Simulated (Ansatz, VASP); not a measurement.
Two plane-wave programs on In

INCAR

```
PREC = Accurate ; ENCUT = 520
EDIFF = 1E-7 ; ISMEAR = 0
SIGMA = 0.15 ; LREAL = F
LASPH = T ; NELM = 100
ALGO = Fast ; ISIF = 2
LWAVE = F ; LCHARG = F
NBANDS = 20
```

The input KPOINTS:

```
regular mesh
0
Gamma
  18 18 10
```

POSCAR

```
In
1.0
    3.3811820329      0.0000000000      0.0000000000
   -1.6905910165      2.9281895353      0.0000000000
    0.0000000000      0.0000000000      5.3612352099
In
2
Direct
    0.3333333333      0.6666666667      0.2500000000
    0.6666666667      0.3333333333      0.7500000000
```

Input for Ansatz:

```yaml
crystal:
  lattice:
    - [3.3811820329, 0.0, 0.0]
    - [-1.6905910165, 2.9281895353, 0.0]
    - [0.0, 0.0, 5.3612352099]
  atoms:
    - { symbol: In, position: [0.3333333333, 0.6666666667, 0.25] }
    - { symbol: In, position: [0.6666666667, 0.3333333333, 0.75] }
basis:
  ecutwfc: 420
kpoints:
  mp_grid: { grid: [18, 18, 10] }
hamiltonian:
  xc: lda
scf:
  occupations: { method: gaussian, width: 0.15 }
output:
  forces: true
  stress: true
  eigenvalues: true
```

Alike in both runs: task single point; functional LDA; k mesh 18 × 18 × 10; occupations gaussian, width 0.15 eV; no spin polarisation.

|  | VASP | Ansatz |
| --- | --- | --- |
| version | VASP 6.6.1 | Ansatz 0.2.0 |
| potentials or method | VASP PAW LDA potentials, release 64 (In_d), cutoff 520 eV | scalar-relativistic, plane waves, PAW |
| valence electrons in the cell | 26 | 26 |

VASP gave:

```
gap on the k mesh at the Fermi level (eV)                     : none
pressure (GPa)                                                : -2.8
traceless stress, the component that is largest in VASP (GPa) : 0.34
```

Question: Estimate Ansatz's values.

Answer: gap on the k mesh at the Fermi level (eV): none; pressure (GPa): -2.7; traceless stress, the component that is largest in VASP (GPa): 0.34.

LDA's correlation is that of Perdew and Zunger in VASP and of Perdew and Wang (1992) in Ansatz. A gap of «none» marks a metal or a gap that the smearing closes.
